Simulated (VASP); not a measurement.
# Si (a cell with a defect) in VASP: notebook

The runs below take Si (a cell with a defect) through single point, with PBE.

Everything below comes from runs of VASP 6.6.1. Logs are shortened: lines on timing, memory, paths and dates and some standing lists are left out, and cuts for length are marked.

## 1. The cell of the first run

The cell holds a defect, 15 atoms: a = 7.736 Å, b = 7.736 Å, c = 7.736 Å, α = 60.00°, β = 60.00°, γ = 60.00°.

## 2. Single point, PBE

Input file INCAR:

```
ALGO     = Normal         # electronic algorithm
EDIFF    = 1E-6           # SCF threshold, eV
ENCUT    = 520            # plane-wave cutoff, eV
GGA      = PE             # functional
ISIF     = 2              # what is computed and relaxed
ISMEAR   = 0              # smearing method
LASPH    = True           # aspherical terms in the spheres
LCHARG   = True           # write CHGCAR
LELF     = True           # ELF
LREAL    = Auto         
LVHAR    = True         
LWAVE    = False          # write WAVECAR
NBANDS   = 43             # bands
NELM     = 80             # most SCF steps
PREC     = Accurate       # precision mode
SIGMA    = 0.02           # smearing width, eV
```

Input file KPOINTS:

```
k-points
0
Gamma
  2 2 2
```

Input file POSCAR:

```
Si
1.0
    0.0000000000      5.4700937548     -5.4700937548
    5.4700937548      5.4700937548      0.0000000000
    5.4700937548      0.0000000000     -5.4700937548
Si
15
Direct
    0.1564134983      0.0307595276      0.1564134983
    0.1210699541      0.6218259051      0.1210699541
    0.6224199534      0.1309779196      0.1241824236
    0.6360338883      0.6218260879      0.1210699541
    0.1241822408      0.1309779196      0.6224199534
    0.1210700455      0.6218258137      0.6360341625
    0.6224199534      0.1309779196      0.6224197706
    0.6239983541      0.6280050496      0.6239983541
    0.2480241767      0.2388098922      0.2480241767
    0.7473933141      0.7565529378      0.2486605460
    0.7651417302      0.2388099836      0.2480240853
    0.2486606375      0.7565528464      0.7473932227
    0.2480240853      0.2388099836      0.7651417302
    0.7473933141      0.7565529378      0.7473931313
    0.7490048039      0.2529853348      0.7490049867
```

Potentials or basis: VASP PAW PBE potentials, release 64 (Si).

Launch:

```
$ cat potpaw_PBE.64/Si/POTCAR > POTCAR
$ mpirun -np 1 vasp_std > vasp.out
```

OUTCAR:

```text
EDIFF = 1E-6
   ENCUT = 520
   GGA = PE
   ISIF = 2
   ISMEAR = 0
   LASPH = True
   LREAL = Auto
   NELM = 80
   PREC = Accurate

 ion  position               nearest neighbor table
   1  0.156  0.031  0.156-   9 2.53  11 2.53  13 2.53
   2  0.121  0.622  0.121-  10 2.36  12 2.36   9 2.42
   3  0.622  0.131  0.124-  10 2.36  11 2.37   9 2.37  15 2.37
   4  0.636  0.622  0.121-  14 2.36  10 2.36  11 2.42
   5  0.124  0.131  0.622-  12 2.36  13 2.37   9 2.37  15 2.37
   6  0.121  0.622  0.636-  12 2.36  14 2.36  13 2.42
   7  0.622  0.131  0.622-  14 2.36  11 2.37  13 2.37  15 2.37
   8  0.624  0.628  0.624-  15 2.37  14 2.37  12 2.37  10 2.37
   9  0.248  0.239  0.248-   5 2.37   3 2.37   2 2.42   1 2.53
  10  0.747  0.757  0.249-   2 2.36   4 2.36   3 2.36   8 2.37
  11  0.765  0.239  0.248-   3 2.37   7 2.37   4 2.42   1 2.53
  12  0.249  0.757  0.747-   6 2.36   2 2.36   5 2.36   8 2.37
  13  0.248  0.239  0.765-   5 2.37   7 2.37   6 2.42   1 2.53
  14  0.747  0.757  0.747-   6 2.36   4 2.36   7 2.36   8 2.37
  15  0.749  0.253  0.749-   8 2.37   5 2.37   3 2.37   7 2.37

  LATTYP: Found a face centered cubic cell.
 ALAT       =    10.9401875096

  Lattice vectors:

 A1 = (   0.0000000000,   5.4700937548,  -5.4700937548)
 A2 = (   5.4700937548,   5.4700937548,   0.0000000000)
 A3 = (   5.4700937548,   0.0000000000,  -5.4700937548)

Analysis of symmetry for initial positions (statically):
=====================================================================
 Subroutine PRICEL returns:
 Original cell was already a primitive cell.

 Routine SETGRP: Setting up the symmetry group for a
 face centered cubic supercell.

 Subroutine GETGRP returns: Found  6 space group operations
 (whereof  2 operations were pure point group operations)
 out of a pool of 48 trial point group operations.

The static configuration has the point symmetry C_1h.
 The point group associated with its full space group is C_3v.

Analysis of symmetry for dynamics (positions and initial velocities):
=====================================================================
 Subroutine PRICEL returns:
 Original cell was already a primitive cell.

 Routine SETGRP: Setting up the symmetry group for a
 face centered cubic supercell.

 Subroutine GETGRP returns: Found  6 space group operations
 (whereof  2 operations were pure point group operations)
 out of a pool of 48 trial point group operations.

The dynamic configuration has the point symmetry C_1h.
 The point group associated with its full space group is C_3v.

 Subroutine INISYM returns: Found  6 space group operations
 (whereof  2 operations are pure point group operations),
 and found     1 'primitive' translations

----------------------------------------------------------------------------------------

                                     Primitive cell

  volume of cell :     327.3515

  direct lattice vectors                    reciprocal lattice vectors
     0.000000000  5.470093755 -5.470093755    -0.091406112  0.091406112 -0.091406112
     5.470093755  5.470093755  0.000000000     0.091406112  0.091406112  0.091406112
     5.470093755  0.000000000 -5.470093755     0.091406112 -0.091406112 -0.091406112

  length of vectors
     7.735880775  7.735880775  7.735880775     0.158320029  0.158320029  0.158320029

  position of ions in fractional coordinates (direct lattice)
     0.156413498  0.030759528  0.156413498
     0.121069954  0.621825905  0.121069954
     0.622419953  0.130977920  0.124182424
     0.636033888  0.621826088  0.121069954
     0.124182241  0.130977920  0.622419953
     0.121070045  0.621825814  0.636034163
     0.622419953  0.130977920  0.622419771
     0.623998354  0.628005050  0.623998354
     0.248024177  0.238809892  0.248024177
     0.747393314  0.756552938  0.248660546
     0.765141730  0.238809984  0.248024085
     0.248660638  0.756552846  0.747393223
     0.248024085  0.238809984  0.765141730
     0.747393314  0.756552938  0.747393131
     0.749004804  0.252985335  0.749004987

  ion indices of the primitive-cell ions
   primitive index   ion index
                 1           1
                 2           2
                 3           3
                 4           4
                 5           5
                 6           6
                 7           7
                 8           8
                 9           9
                10          10
                11          11
                12          12
                13          13
                14          14
                15          15

----------------------------------------------------------------------------------------

 KPOINTS: k-points

Automatic generation of k-mesh.
 Grid dimensions read from file:
 generate k-points for:    2    2    2

 Generating k-lattice:

  Cartesian coordinates                     Fractional coordinates (reciprocal lattice)
    -0.045703056  0.045703056 -0.045703056     0.500000000  0.000000000  0.000000000
     0.045703056  0.045703056  0.045703056     0.000000000  0.500000000  0.000000000
     0.045703056 -0.045703056 -0.045703056     0.000000000  0.000000000  0.500000000

  Length of vectors
     0.079160015  0.079160015  0.079160015

  Shift w.r.t. Gamma in fractional coordinates (k-lattice)
     0.000000000  0.000000000  0.000000000

 Subroutine IBZKPT returns following result:
 ===========================================

 Found      4 irreducible k-points:

 Following reciprocal coordinates:
            Coordinates               Weight
  0.000000  0.000000  0.000000      1.000000
  0.500000  0.000000  0.000000      3.000000
  0.000000  0.500000  0.000000      1.000000
  0.500000  0.500000  0.000000      3.000000
   k-points           NKPTS =      4   k-points in BZ     NKDIM =      4   number of bands    NBANDS=     43
   number of dos      NEDOS =    301   number of ions     NIONS =     15
   total plane-waves  NPLWV = 216000
   dimension x,y,z NGX =    60 NGY =   60 NGZ =   60
   dimension x,y,z NGXF=   120 NGYF=  120 NGZF=  120
   ions per type =              15
   NGX,Y,Z   is equivalent  to a cutoff of  12.89, 12.89, 12.89 a.u.
   NGXF,Y,Z  is equivalent  to a cutoff of  25.79, 25.79, 25.79 a.u.
 SYSTEM =  unknown system
   PREC   = accura    normal or accurate (medium, high low for compatibility)
   ISTART =      0    job   : 0-new  1-cont  2-samecut
   ICHARG =      2    charge: 1-file 2-atom 10-const
   ISPIN  =      1    spin polarized calculation?
   LNONCOLLINEAR =      F non collinear calculations
   LSORBIT =      F    spin-orbit coupling
   LASPH  =      T    aspherical Exc in radial PAW
   ENCUT  =  520.0 eV  38.22 Ry    6.18 a.u.  14.38 14.38 14.38*2*pi/ulx,y,z
   NELM   =     80;   NELMIN=  2; NELMDL= -5     # of ELM steps
   EDIFF  = 0.1E-05   stopping-criterion for ELM
   LREAL  =      T    real-space projection
   EDIFFG = 0.1E-04   stopping-criterion for IOM
   NSW    =      0    number of steps for IOM
   IBRION =     -1    ionic relax: 0-MD 1-quasi-New 2-CG
   NFREE  =      0    steps in history (QN), initial steepest desc. (CG)
   ISIF   =      2    stress and relaxation
   ISYM   =      2    0-nonsym 1-usesym 2-fastsym
   POTIM  = 0.5000    time-step for ionic-motion
   TEBEG  =    0.0;   TEEND  =   0.0 temperature during run
   PSTRESS=    0.0 pullay stress
   NELECT =      60.0000    total number of electrons
   NUPDOWN=      -1.0000    fix difference up-down
   EMIN   =  10.00;   EMAX   =-10.00  energy-range for DOS
   EFERMI =   0.00;   METHOD = LEGACY
   ISMEAR =     0;   SIGMA  =   0.02  broadening in eV -4-tet -1-fermi 0-gaus
   EFERMI_NEDOS =   21; number of points for ismear=-14 and -15
   IALGO  =     38    algorithm
   IMIX   =      4    mixing-type and parameters
     AMIX     =   0.40;   BMIX     =  1.00
     AMIX_MAG =   1.60;   BMIX_MAG =  1.00
  volume/ion in A,a.u.               =      21.82       147.27
  Fermi-wavevector in a.u.,A,eV,Ry     =   0.929938  1.757327 11.766100  0.864784
  Thomas-Fermi vector in A             =   2.056273
   LORBIT       =      0    0 simple, 1 ext, 2 COOP (PROOUT), +10 PAW based schemes
   GGA     = PE    functional components
   LHFCALC =     F    Hartree Fock is set to
   AEXX    =    0.0000 exact exchange contribution
   IVDW    =     0    specifies the selected vdW correction
   LEPSILON=     F    determine dielectric tensor
   LRPA    =     F    only Hartree local field effects (RPA)
 non-spin polarized calculation
 Gauss-broadening in eV      SIGMA  =   0.02
  energy-cutoff  :      520.00
  volume of cell :      327.35
 maximum number of plane-waves:      8824
 NGX is ok and might be reduce to    60
   NGX = 29   NGY = 29   NGZ = 29

 number of electron      59.9999999 magnetization

 Free energy of the ion-electron system (eV)
  ---------------------------------------------------
  ext. energy  EPLUGINS =         0.00000000
  ---------------------------------------------------
  free energy    TOTEN  =       -77.39983493 eV

  energy without entropy =      -77.39597837  energy(sigma->0) =      -77.39790665

 E-fermi :   5.5648     XC(G=0):  -9.0998

 val. band max:        4.6731011630   @ k =   0.0000   0.0000   0.0000
 cond. band min:       5.5709018398   @ k =   0.5000   0.5000   0.0000
 fundamental gap:      0.8978006768
 Fermi energy:         5.5648104359

 k-point     1 :       0.0000    0.0000    0.0000
  band No.  band energies     occupation
      1      -6.5322      2.00000
      2      -4.4086      2.00000
      3      -4.4086      2.00000
      4      -4.3320      2.00000
      5      -3.8124      2.00000
      6      -2.6510      2.00000
[... 169 lines left out ...]
     41       9.3552      0.00000
     42       9.5015      0.00000
 [bands above 42 left out]

------------------------ aborting loop because EDIFF is reached ----------------------------------------

  FORCE on cell =-STRESS in cart. coord.  units (eV):
  Direction    XX          YY          ZZ          XY          YZ          ZX
  --------------------------------------------------------------------------------------
  -------------------------------------------------------------------------------------
  Total       -5.1529578     -5.1529578     -5.1529578     -2.0686275     -2.0686275     -2.0686275
  in kB      -25.2204516    -25.2204516    -25.2204516    -10.1246162    -10.1246162    -10.1246162
  external PRESSURE =     -25.2204516 kB  Pullay stress =       0.0000000 kB

 VOLUME and BASIS-vectors are now :
 -----------------------------------------------------------------------------
  energy-cutoff  :      520.00
  volume of cell :      327.35
      direct lattice vectors                 reciprocal lattice vectors
     0.000000000  5.470093755 -5.470093755    -0.091406112  0.091406112 -0.091406112
     5.470093755  5.470093755  0.000000000     0.091406112  0.091406112  0.091406112
     5.470093755  0.000000000 -5.470093755     0.091406112 -0.091406112 -0.091406112

 POSITION                                       TOTAL-FORCE (eV/Angst)
 -----------------------------------------------------------------------------------
      1.02385      1.02385     -1.71119         0.534182      0.534182      0.534182
      4.06371      4.06371     -1.32453        -0.180208     -0.180208     -0.004779
      1.39575      4.12116     -4.08398         0.043538     -0.009988     -0.009988
      4.06371      6.88061     -4.14143        -0.180208     -0.004779     -0.180208
      4.12116      1.39575     -4.08398        -0.009988      0.043538     -0.009988
      6.88061      4.06371     -4.14143        -0.004779     -0.180208     -0.180208
      4.12116      4.12116     -6.80939        -0.009988     -0.009988      0.043538
      6.84858      6.84858     -6.82666        -0.009931     -0.009931     -0.009931
      2.66303      2.66303     -2.71343        -0.082245     -0.082245      0.004002
      5.49861      8.22673     -5.44851         0.012276     -0.006249     -0.006249
      2.66303      5.49171     -5.54211        -0.082245      0.004002     -0.082245
      8.22673      5.49861     -5.44851        -0.006249      0.012276     -0.006249
      5.49171      2.66303     -5.54211         0.004002     -0.082245     -0.082245
      8.22673      8.22673     -8.17662        -0.006249     -0.006249      0.012276
      5.48098      5.48098     -8.19425        -0.021908     -0.021908     -0.021908
 -----------------------------------------------------------------------------------
    total drift:                                0.001707      0.001722      0.000941

  FREE ENERGIE OF THE ION-ELECTRON SYSTEM (eV)
  ---------------------------------------------------
  free  energy   TOTEN  =       -77.3998349253 eV

  energy  without entropy=      -77.3959783673  energy(sigma->0) =      -77.39790665
```

It took 51 s on 1 thread of Intel Xeon 6975P-C (Granite Rapids), shared host; peak memory 0.44 GiB.

Results:

| Quantity | Value |
| --- | --- |
| Free energy | -77.3998 eV |
| Pressure | -2.5 GPa |
| Largest force | 0.925 eV/Å |
| Band gap on the k mesh | zero (band 30 reaches 5.81 eV, above the bottom of band 31 at 5.57 eV) |

Forces in eV/Å, atoms in the order of the input:
```
Si   0.534  0.534  0.534
Si  -0.180 -0.180 -0.005
Si   0.044 -0.010 -0.010
Si  -0.180 -0.005 -0.180
Si  -0.010  0.044 -0.010
Si  -0.005 -0.180 -0.180
Si  -0.010 -0.010  0.044
Si  -0.010 -0.010 -0.010
Si  -0.082 -0.082  0.004
Si   0.012 -0.006 -0.006
Si  -0.082  0.004 -0.082
Si  -0.006  0.012 -0.006
Si   0.004 -0.082 -0.082
Si  -0.006 -0.006  0.012
Si  -0.022 -0.022 -0.022
```

Stress tensor (GPa, compression positive):
```
-2.52 -1.01 -1.01
-1.01 -2.52 -1.01
-1.01 -1.01 -2.52
```

Caveat: the k points lie up to 0.50 Å⁻¹ apart.

## 3. Single point, PBE

Input file INCAR:

```
SYSTEM = Si
ALGO = Normal
EDIFF = 1E-6
ENCUT = 520
GGA = PE
ISIF = 2
ISMEAR = 0
LASPH = .TRUE.
LCHARG = .FALSE.
LREAL = Auto
LWAVE = .FALSE.
NBANDS = 43
NELM = 80
PREC = Accurate
SIGMA = 0.02
```

Input file KPOINTS:

```
k-points
0
G
  2 2 2
  0 0 0
```

Input file POSCAR:

```
Si
1.0
    0.0000000000      5.4700937548     -5.4700937548
    5.4700937548      5.4700937548      0.0000000000
    5.4700937548      0.0000000000     -5.4700937548
Si
15
Direct
    0.2185864728     -0.1557593961      0.2185864728
    0.1269757944      0.6361901013      0.1269757944
    0.6276067932      0.1184469644      0.1263393337
    0.6098583771      0.6361901013      0.1269757944
    0.1263393337      0.1184471472      0.6276067932
    0.1269758858      0.6361900099      0.6098582857
    0.6276067018      0.1184470558      0.6276068846
    0.6259952121      0.6220146587      0.6259950292
    0.2539298342      0.2531740884      0.2539300170
    0.7525802453      0.7440220739      0.2508175475
    0.7389659449      0.2531740884      0.2539300170
    0.2508176389      0.7440221653      0.7525801539
    0.2539300170      0.2531740884      0.7389659449
    0.7525801539      0.7440221653      0.7525801539
    0.7510017532      0.2469948525      0.7510017532
```

Potentials or basis: VASP PAW PBE potentials, release 64 (Si).

Launch:

```
$ cat potpaw_PBE.64/Si/POTCAR > POTCAR
$ mpirun -np 1 vasp_std > vasp.out
```

Wall time 48 s (1 thread of Intel Xeon 6975P-C (Granite Rapids), shared host); peak memory 0.44 GiB.

The run converged. Its results:

| Item | Value |
| --- | --- |
| Free energy | -77.4000 eV |
| Pressure | -2.5 GPa |
| Largest force | 0.924 eV/Å |
| Band gap on the k mesh | zero (band 30 reaches 5.81 eV, above the bottom of band 31 at 5.57 eV) |

Forces on the atoms (eV/Å):
```
Si  -0.534 -0.534 -0.534
Si   0.083  0.083 -0.005
Si  -0.012  0.008  0.008
Si   0.083 -0.005  0.083
Si   0.008 -0.012  0.008
Si  -0.005  0.083  0.083
Si   0.008  0.008 -0.012
Si   0.021  0.021  0.021
Si   0.180  0.180  0.003
Si  -0.044  0.008  0.008
Si   0.180  0.003  0.180
Si   0.008 -0.044  0.008
Si   0.003  0.180  0.180
Si   0.008  0.008 -0.044
Si   0.011  0.011  0.011
```

Stress tensor (GPa, compression positive):
```
-2.52 -1.01 -1.01
-1.01 -2.52 -1.01
-1.01 -1.01 -2.52
```

Levels at points of the mesh, in eV from the Fermi level:
```csv
k point,band 28,band 29,band 30,band 31,band 32,band 33
"(0.00, 0.00, 0.00)",-0.89,-0.89,0.24,0.27,0.27,0.41
"(0.50, 0.00, 0.00)",-1.56,-1.26,-1.19,0.32,0.58,0.97
"(0.00, 0.50, 0.00)",-2.11,-0.98,-0.98,0.31,0.31,1.08
"(0.50, 0.50, 0.00)",-1.95,-1.76,-1.52,0.01,0.14,0.85
```

Caveat: the k points lie up to 0.50 Å⁻¹ apart.
